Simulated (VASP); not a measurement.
The system is CsSnI3.

```
CELL_PARAMETERS angstrom
6.20570 0.00000 0.00000
0.00000 6.20570 0.00000
0.00000 0.00000 6.20570
ATOMIC_POSITIONS crystal
Cs 0.00000 0.00000 0.00000
I 0.50000 0.50000 0.00000
I 0.50000 0.00000 0.50000
I 0.00000 0.50000 0.50000
Sn 0.50000 0.50000 0.50000
```

* Program: VASP 6.6.1
* Task: relaxation of cell and atoms
* Functional: BLYP
* Potentials or basis: VASP PAW PBE potentials, release 64 (Cs_sv, I, Sn_d)
* Cutoff: 600 eV
* k mesh: 5 × 5 × 5
* Occupations: fermi-dirac, width 0.05 eV
* Spin: no spin polarisation

At the start: pressure 2.0 GPa; volume 47.80 Å³/atom.

Problem. How do energy, volume and symmetry change on relaxing?

Solution. Over 3 steps the energy falls by 35.9 meV/atom and the volume is 54.15 Å³/atom (+13.3 %); space group Pm-3m (No. 221, to 0.05 Å).

The path:
```tsv
step	energy change (eV)	largest force (eV/Å)	pressure (GPa)	volume (Å³)
1	0.0000	0.0000	2.04	238.99
2	-0.1647	0.0000	0.49	260.66
3	-0.1793	0.0000	-0.02	270.73
```

Final structure:
```
CELL_PARAMETERS angstrom
6.46911 0.00000 0.00000
0.00000 6.46911 0.00000
0.00000 0.00000 6.46911
ATOMIC_POSITIONS crystal
Cs 0.00000 0.00000 0.00000
I 0.50000 0.50000 0.00000
I 0.50000 0.00000 0.50000
I 0.00000 0.50000 0.50000
Sn 0.50000 0.50000 0.50000
```

Caveat: the PAW data sets were made with another functional, which shifts forces and pressure a little; the volume moved by +13 % from the deposited cell, more than functionals usually miss.
